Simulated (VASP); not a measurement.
A run of VASP 6.6.1 is set up as follows.

The input INCAR:

```
PREC = Accurate
ENCUT = 600
EDIFF = 1E-6
ISMEAR = -1
SIGMA = 0.05
LREAL = False
LASPH = True
NELM = 100
ALGO = Normal
ISIF = 3
LWAVE = False
LCHARG = False
GGA = PE
IBRION = 2
NSW = 60
EDIFFG = -0.02
```

KPOINTS

```
Automatic mesh
0
Gamma
  17 17 17
```

POSCAR

```
W
1.0
    2.6401863146      0.0000000000      0.0000000000
    0.0000000000      2.6401863146      0.0000000000
    0.0000000000      0.0000000000      2.6401863146
W
1
Direct
    0.0000000000      0.0000000000      0.0000000000
```

Potentials or basis: VASP PAW PBE potentials, release 64 (W_sv).

Run with:

```sh
$ cat potpaw_PBE.64/W_sv/POTCAR > POTCAR
$ mpirun -np 1 vasp_std > vasp.out
```

(1) Estimate the relaxed cell.

(2) Estimate the space group after relaxing (to 0.05 Å).

Results:

(1) a = 2.638 Å, b = 2.638 Å, c = 2.638 Å, α = 90.00°, β = 90.00°, γ = 90.00°.

(2) Pm-3m (No. 221).
